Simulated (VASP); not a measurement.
# Bi2Te3 (Tellurobismuthite) (R-3m) in VASP: a series of runs

Bi2Te3 (Tellurobismuthite) is run at these levels: LDA, PBEsol, PBE, r2SCAN; tasks: single point.

All numbers are computed with VASP 6.6.1; they aren't measurements. Logs are shortened: lines on timing, memory, paths and dates and some standing lists are left out, and cuts for length are marked.

**Measured values to compare with.**

From “Vacancy and Antisite-Induced Ferromagnetism in Liquid-Phase Exfoliated Bi2Te3”, 2024, arxiv:2412.10539, for a bulk crystal of Bi2Te3: band gap 0.17 eV.

The runs below are set against these values where they give the same quantity.

### Step 1. The cell of the first run

The structure is trigonal, space group R-3m (No. 166). Conventional cell: a = 4.353 Å, b = 4.353 Å, c = 29.887 Å, α = 90.00°, β = 90.00°, γ = 120.00°. Bi (site symmetry 3m) has 6 Te at 3.04 to 3.21 Å within 4.0 Å. Within 4.2 Å of Te (site symmetry -3m) lie 6 Bi at 3.21 Å. Within 4.0 Å of Te (site symmetry 3m) lie 3 Bi at 3.04 Å and 3 Te at 3.57 Å.

### Step 2. Single point, LDA

Input file INCAR:

```
PREC     = Accurate       # precision mode
ENCUT    = 520            # plane-wave cutoff, eV
EDIFF    = 1E-6           # SCF threshold, eV
ISMEAR   = -1             # smearing method
SIGMA    = 0.02           # smearing width, eV
LREAL    = False          # projectors in reciprocal space
LASPH    = True           # aspherical terms in the spheres
NELM     = 100            # most SCF steps
ALGO     = Normal         # electronic algorithm
ISIF     = 2              # what is computed and relaxed
LWAVE    = False          # write WAVECAR
LCHARG   = False          # write CHGCAR
GGA      = CA             # functional
NBANDS   = 32             # bands
```

Input file KPOINTS:

```
regular mesh
0
Gamma
  6 6 6
```

Input file POSCAR:

```
Bi2Te3
1.0
    2.1766117054      1.2566673541      9.9622981091
   -2.1766117054      1.2566673541      9.9622981091
    0.0000000000     -2.5133347081      9.9622981091
Bi Te
2 3
Direct
    0.4001762282      0.4001762282      0.4001762282
    0.5998237718      0.5998237718      0.5998237718
    0.0000000000      0.0000000000      0.0000000000
    0.2090115579      0.2090115579      0.2090115579
    0.7909884421      0.7909884421      0.7909884421
```

Potentials or basis: VASP PAW LDA potentials, release 64 (Bi_d, Te).

On the command line:

```
$ cat potpaw_LDA.64/Bi_d/POTCAR potpaw_LDA.64/Te/POTCAR > POTCAR
$ mpirun -np 1 vasp_std > vasp.out
```

OUTCAR:

```text
PREC = Accurate
   ENCUT = 520
   EDIFF = 1E-6
   ISMEAR = -1
   LREAL = False
   LASPH = True
   NELM = 100
   ISIF = 2
   GGA = CA

 ion  position               nearest neighbor table
   1  0.400  0.400  0.400-   5 3.04   5 3.04   5 3.04   3 3.21   3 3.21   3 3.21
   2  0.600  0.600  0.600-   4 3.04   4 3.04   4 3.04   3 3.21   3 3.21   3 3.21
   3  0.000  0.000  0.000-   2 3.21   2 3.21   1 3.21   1 3.21   2 3.21   1 3.21
   4  0.209  0.209  0.209-   2 3.04   2 3.04   2 3.04   5 3.57   5 3.57   5 3.57
   5  0.791  0.791  0.791-   1 3.04   1 3.04   1 3.04   4 3.57   4 3.57   4 3.57

  LATTYP: Found a trigonal (rhomboedric) cell.
 ALAT       =    10.2744457257
 COS(alpha) =     0.9102415981

  Lattice vectors:

 A1 = (   2.1766117054,   1.2566673541,   9.9622981091)
 A2 = (  -2.1766117054,   1.2566673541,   9.9622981091)
 A3 = (   0.0000000000,  -2.5133347081,   9.9622981091)

Analysis of symmetry for initial positions (statically):
=====================================================================
 Subroutine PRICEL returns:
 Original cell was already a primitive cell.

 Routine SETGRP: Setting up the symmetry group for a
 trigonal (rhombohedral) supercell.

 Subroutine GETGRP returns: Found 12 space group operations
 (whereof 12 operations were pure point group operations)
 out of a pool of 12 trial point group operations.

The static configuration has the point symmetry D_3d.

Analysis of symmetry for dynamics (positions and initial velocities):
=====================================================================
 Subroutine PRICEL returns:
 Original cell was already a primitive cell.

 Routine SETGRP: Setting up the symmetry group for a
 trigonal (rhombohedral) supercell.

 Subroutine GETGRP returns: Found 12 space group operations
 (whereof 12 operations were pure point group operations)
 out of a pool of 12 trial point group operations.

The dynamic configuration has the point symmetry D_3d.

 Subroutine INISYM returns: Found 12 space group operations
 (whereof 12 operations are pure point group operations),
 and found     1 'primitive' translations

----------------------------------------------------------------------------------------

                                     Primitive cell

  volume of cell :     163.4979

  direct lattice vectors                    reciprocal lattice vectors
     2.176611705  1.256667354  9.962298109     0.229714836  0.132625922  0.033459482
    -2.176611705  1.256667354  9.962298109    -0.229714836  0.132625922  0.033459482
     0.000000000 -2.513334708  9.962298109     0.000000000 -0.265251844  0.033459482

  length of vectors
    10.274445726 10.274445726 10.274445726     0.267353844  0.267353844  0.267353844

  position of ions in fractional coordinates (direct lattice)
     0.400176228  0.400176228  0.400176228
     0.599823772  0.599823772  0.599823772
     0.000000000  0.000000000  0.000000000
     0.209011558  0.209011558  0.209011558
     0.790988442  0.790988442  0.790988442

  ion indices of the primitive-cell ions
   primitive index   ion index
                 1           1
                 2           2
                 3           3
                 4           4
                 5           5

----------------------------------------------------------------------------------------

 KPOINTS: regular mesh

Automatic generation of k-mesh.
 Grid dimensions read from file:
 generate k-points for:    6    6    6

 Generating k-lattice:

  Cartesian coordinates                     Fractional coordinates (reciprocal lattice)
     0.038285806  0.022104320  0.005576580     0.166666667  0.000000000 -0.000000000
    -0.038285806  0.022104320  0.005576580     0.000000000  0.166666667 -0.000000000
     0.000000000 -0.044208641  0.005576580    -0.000000000 -0.000000000  0.166666667

  Length of vectors
     0.044558974  0.044558974  0.044558974

  Shift w.r.t. Gamma in fractional coordinates (k-lattice)
     0.000000000  0.000000000  0.000000000

 Subroutine IBZKPT returns following result:
 ===========================================

 Found     32 irreducible k-points:

 Following reciprocal coordinates:
            Coordinates               Weight
  0.000000  0.000000  0.000000      1.000000
  0.166667 -0.000000  0.000000      6.000000
  0.333333  0.000000 -0.000000      6.000000
  0.500000 -0.000000  0.000000      3.000000
  0.166667  0.166667  0.000000      6.000000
  0.333333  0.166667  0.000000     12.000000
[... 16 lines left out ...]
  0.500000  0.500000  0.166667      6.000000
 -0.333333  0.500000  0.166667     12.000000
 [... further k-points ...]
   k-points           NKPTS =     32   k-points in BZ     NKDIM =     32   number of bands    NBANDS=     32
   number of dos      NEDOS =    301   number of ions     NIONS =      5
   total plane-waves  NPLWV = 512000
   dimension x,y,z NGX =    80 NGY =   80 NGZ =   80
   dimension x,y,z NGXF=   160 NGYF=  160 NGZF=  160
   ions per type =               2   3
   NGX,Y,Z   is equivalent  to a cutoff of  12.94, 12.94, 12.94 a.u.
   NGXF,Y,Z  is equivalent  to a cutoff of  25.89, 25.89, 25.89 a.u.
 SYSTEM =  unknown system
   PREC   = accura    normal or accurate (medium, high low for compatibility)
   ISTART =      0    job   : 0-new  1-cont  2-samecut
   ICHARG =      2    charge: 1-file 2-atom 10-const
   ISPIN  =      1    spin polarized calculation?
   LNONCOLLINEAR =      F non collinear calculations
   LSORBIT =      F    spin-orbit coupling
   LASPH  =      T    aspherical Exc in radial PAW
   ENCUT  =  520.0 eV  38.22 Ry    6.18 a.u.  19.10 19.10 19.10*2*pi/ulx,y,z
   NELM   =    100;   NELMIN=  2; NELMDL= -5     # of ELM steps
   EDIFF  = 0.1E-05   stopping-criterion for ELM
   LREAL  =      F    real-space projection
   EDIFFG = 0.1E-04   stopping-criterion for IOM
   NSW    =      0    number of steps for IOM
   IBRION =     -1    ionic relax: 0-MD 1-quasi-New 2-CG
   NFREE  =      0    steps in history (QN), initial steepest desc. (CG)
   ISIF   =      2    stress and relaxation
   ISYM   =      2    0-nonsym 1-usesym 2-fastsym
   POTIM  = 0.5000    time-step for ionic-motion
   TEBEG  =    0.0;   TEEND  =   0.0 temperature during run
   PSTRESS=    0.0 pullay stress
   NELECT =      48.0000    total number of electrons
   NUPDOWN=      -1.0000    fix difference up-down
   EMIN   =  10.00;   EMAX   =-10.00  energy-range for DOS
   EFERMI =   0.00;   METHOD = LEGACY
   ISMEAR =    -1;   SIGMA  =   0.02  broadening in eV -4-tet -1-fermi 0-gaus
   EFERMI_NEDOS =   21; number of points for ismear=-14 and -15
   IALGO  =     38    algorithm
   IMIX   =      4    mixing-type and parameters
     AMIX     =   0.40;   BMIX     =  1.00
     AMIX_MAG =   1.60;   BMIX_MAG =  1.00
  volume/ion in A,a.u.               =      32.70       220.67
  Fermi-wavevector in a.u.,A,eV,Ry     =   1.088056  2.056128 16.107471  1.183866
  Thomas-Fermi vector in A             =   2.224229
   LORBIT       =      0    0 simple, 1 ext, 2 COOP (PROOUT), +10 PAW based schemes
   GGA     = CA    functional components
   LHFCALC =     F    Hartree Fock is set to
   AEXX    =    0.0000 exact exchange contribution
   IVDW    =     0    specifies the selected vdW correction
   LEPSILON=     F    determine dielectric tensor
   LRPA    =     F    only Hartree local field effects (RPA)
 non-spin polarized calculation
  energy-cutoff  :      520.00
  volume of cell :      163.50
 maximum number of plane-waves:      4426
 NGX is ok and might be reduce to    80
   NGX = 39   NGY = 39   NGZ = 39

 number of electron      48.0000002 magnetization

 Free energy of the ion-electron system (eV)
  ---------------------------------------------------
  ext. energy  EPLUGINS =         0.00000000
  ---------------------------------------------------
  free energy    TOTEN  =       -21.60585835 eV

  energy without entropy =      -21.60581141  energy(sigma->0) =      -21.60583488

 E-fermi :   6.5699     XC(G=0):  -9.7354

 val. band max:        6.4987329641   @ k =   0.0000   0.0000   0.0000
 cond. band min:       6.6410338239   @ k =   0.0000   0.0000   0.0000
 fundamental gap:      0.1423008598
 Fermi energy:         6.5698841215

 k-point     1 :       0.0000    0.0000    0.0000
  band No.  band energies     occupation
      1     -16.6893      2.00000
      2     -16.6893      2.00000
      3     -16.6873      2.00000
      4     -16.6873      2.00000
      5     -16.6731      2.00000
      6     -16.6716      2.00000
[... 24 lines left out ...]
     31      11.2324      0.00000
     32      11.6599      0.00000

 k-point     2 :       0.1667   -0.0000    0.0000
  band No.  band energies     occupation
      1     -16.6922      2.00000
      2     -16.6898      2.00000
      3     -16.6868      2.00000
      4     -16.6849      2.00000
      5     -16.6725      2.00000
      6     -16.6705      2.00000
[... 24 lines left out ...]
     31      10.4484      0.00000
     32      11.3379      0.00000

 k-point     3 :       0.3333    0.0000   -0.0000
  band No.  band energies     occupation
      1     -16.6988      2.00000
      2     -16.6954      2.00000
      3     -16.6841      2.00000
      4     -16.6815      2.00000
      5     -16.6751      2.00000
      6     -16.6726      2.00000
[... 24 lines left out ...]
     31      10.7265      0.00000
     32      11.5487      0.00000

 k-point     4 :       0.5000   -0.0000    0.0000
  band No.  band energies     occupation
      1     -16.7022      2.00000
      2     -16.6984      2.00000
      3     -16.6837      2.00000
      4     -16.6804      2.00000
      5     -16.6764      2.00000
      6     -16.6738      2.00000
[... 654 lines left out ...]
     31      10.4854      0.00000
     32      12.2183      0.00000

 k-point    23 :       0.5000    0.5000    0.1667
  band No.  band energies     occupation
      1     -16.6987      2.00000
      2     -16.6955      2.00000
      3     -16.6841      2.00000
      4     -16.6815      2.00000
      5     -16.6751      2.00000
      6     -16.6726      2.00000
[... 24 lines left out ...]
     31      10.6957      0.00000
     32      11.3437      0.00000

 k-point    24 :      -0.3333    0.5000    0.1667
  band No.  band energies     occupation
      1     -16.6984      2.00000
      2     -16.6956      2.00000
      3     -16.6862      2.00000
      4     -16.6830      2.00000
      5     -16.6735      2.00000
      6     -16.6715      2.00000
[... 24 lines left out ...]
     31      11.3269      0.00000
     32      11.7060      0.00000

 [... further k-points ...]
[... 5 lines left out ...]
  --------------------------------------------------------------------------------------
  -------------------------------------------------------------------------------------
  Total        0.0897312      0.0897312      0.1085807      0.0000000      0.0000000      0.0000000
  in kB        0.8793099      0.8793099      1.0640234      0.0000000      0.0000000      0.0000000
  external PRESSURE =       0.9408811 kB  Pullay stress =       0.0000000 kB

 VOLUME and BASIS-vectors are now :
 -----------------------------------------------------------------------------
  energy-cutoff  :      520.00
  volume of cell :      163.50
      direct lattice vectors                 reciprocal lattice vectors
     2.176611705  1.256667354  9.962298109     0.229714836  0.132625922  0.033459482
    -2.176611705  1.256667354  9.962298109    -0.229714836  0.132625922  0.033459482
     0.000000000 -2.513334708  9.962298109     0.000000000 -0.265251844  0.033459482

 POSITION                                       TOTAL-FORCE (eV/Angst)
 -----------------------------------------------------------------------------------
      0.00000      0.00000     11.96002        -0.000000     -0.000000     -0.016199
      0.00000      0.00000     17.92687        -0.000000      0.000000      0.016199
      0.00000      0.00000      0.00000         0.000000      0.000000      0.000000
      0.00000      0.00000      6.24671        -0.000000     -0.000000     -0.035634
      0.00000      0.00000     23.64019        -0.000000      0.000000      0.035634
 -----------------------------------------------------------------------------------
    total drift:                                0.000000      0.000000     -0.000000

  FREE ENERGIE OF THE ION-ELECTRON SYSTEM (eV)
  ---------------------------------------------------
  free  energy   TOTEN  =       -21.6058583489 eV

  energy  without entropy=      -21.6058114062  energy(sigma->0) =      -21.60583488
```

It took 6.6 min on 1 thread of Intel Xeon 6975P-C (Granite Rapids), shared host; peak memory 0.73 GiB.

Results:

- Free energy: -21.6059 eV
- Pressure: 0.1 GPa
- Largest force: 0.036 eV/Å
- Band gap on the k mesh: 0.14 eV, direct

Forces on the atoms (eV/Å):
```
Bi   0.000  0.000 -0.016
Bi   0.000  0.000  0.016
Te   0.000  0.000  0.000
Te   0.000  0.000 -0.036
Te   0.000  0.000  0.036
```

Caveat: spin-orbit coupling is left out, which moves the levels of the heavy elements.

(Continued in part 2 of 2.)
